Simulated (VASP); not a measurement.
A run of VASP 6.6.1:

INCAR

```
SYSTEM = AgCl
ALGO = Normal
EDIFF = 1E-6
ENCUT = 500
GGA = PS
GGA_COMPAT = .FALSE.
ISIF = 2
ISMEAR = 0
LASPH = .TRUE.
LCHARG = .FALSE.
LREAL = .FALSE.
LWAVE = .FALSE.
NBANDS = 16
NELM = 120
PREC = Accurate
SIGMA = 0.1
```

KPOINTS

```
k-points
0
G
  6 6 6
  0 0 0
```

The input POSCAR:

```
AgCl
1.0
    0.0000000000      2.7726630000      2.7726630000
    2.7726630000      0.0000000000      2.7726630000
    2.7726630000      2.7726630000      0.0000000000
Ag Cl
1 1
Direct
    0.0000000000      0.0000000000      0.0000000000
    0.5000000000      0.5000000000      0.5000000000
```

Potentials or basis: VASP PAW PBE potentials, release 64 (Ag, Cl).

Command:

```bash
$ cat potpaw_PBE.64/Ag/POTCAR potpaw_PBE.64/Cl/POTCAR > POTCAR
$ mpirun -np 1 vasp_std > vasp.out
```

Hardware: 1 thread of Intel Xeon 8259CL, on a shared host.

How long does it take, and how much memory?

Wall time 18 s on 1 thread of Intel Xeon 8259CL (shared host), peak memory 0.17 GiB. Counts: scf iterations 12, k points 16.
